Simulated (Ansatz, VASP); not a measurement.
**W in VASP and in Ansatz**

```xyz
1
Lattice="-1.5750 1.5750 1.5750 1.5750 -1.5750 1.5750 1.5750 1.5750 -1.5750" Properties=species:S:1:pos:R:3 pbc="T T T"
W     0.0000    0.0000    0.0000
```

Alike in both runs: task relaxation of cell and atoms; functional PBE; k mesh 8 × 8 × 8; occupations gaussian, width 0.1 eV; no spin polarisation.

|  | VASP | Ansatz |
| --- | --- | --- |
| version | VASP 6.6.1 | Ansatz 0.2.0 |
| potentials or method | VASP PAW PBE potentials, release 64 (W_sv), cutoff 500 eV | scalar-relativistic, plane waves, PAW |
| valence electrons in the cell | 14 | 14 |

VASP gave:

| Item | Value |
| --- | --- |
| gap on the k mesh at the Fermi level, each at its own relaxed structure (eV) | none |
| relaxed volume (Å³/atom) | 16.18 |
| relaxed cell length with the largest relative difference (Å) | 2.760 |

Q: Estimate Ansatz's values.

A: gap on the k mesh at the Fermi level, each at its own relaxed structure (eV): none; relaxed volume (Å³/atom): 16.16; relaxed cell length with the largest relative difference (Å): 2.758.

A gap of «none» marks a metal or a gap that the smearing closes.

Spin-orbit coupling is off throughout.
